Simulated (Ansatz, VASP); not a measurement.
Two plane-wave programs on InSe

```
Se In
1.0
     4.02661    0.00000    0.00000
    -2.01331    3.48715    0.00000
     0.00000    0.00000   28.27071
Se In
4 4
Direct
  0.00000 0.00000 0.15918
  0.00000 0.00000 0.34967
  0.44444 0.88889 0.47382
  0.44444 0.88889 0.66432
  0.66667 0.33333 0.20500
  0.66667 0.33333 0.30385
  0.77778 0.55556 0.51965
  0.77778 0.55556 0.61849
```

Alike in both runs: task single point; functional PBE; dispersion D3(BJ); k mesh 9 × 9 × 1; occupations gaussian, width 0.05 eV; no spin polarisation.

```csv
,VASP,Ansatz
version,VASP 6.6.1,Ansatz 0.2.0
potentials or method,"VASP PAW PBE potentials, release 64 (Se, In_d), cutoff 520 eV","scalar-relativistic, plane waves, PAW"
valence electrons in the cell,76,116
```

VASP gave:

| Property | Result |
| --- | --- |
| gap on the k mesh at the Fermi level (eV) | 1.21 |
| least direct gap on the mesh (eV) | 1.25 |
| rms of the force components (eV/Å) | 0.022 |

Q: What did Ansatz give for the same quantities?

A: gap on the k mesh at the Fermi level (eV): 1.22; least direct gap on the mesh (eV): 1.26; rms of the force components (eV/Å): 0.020.

VASP's potentials hold 76 valence electrons a cell and Ansatz's 116, so a difference there can come from the potentials and not from the codes. Ansatz's warnings: xc potential rough in thin density.
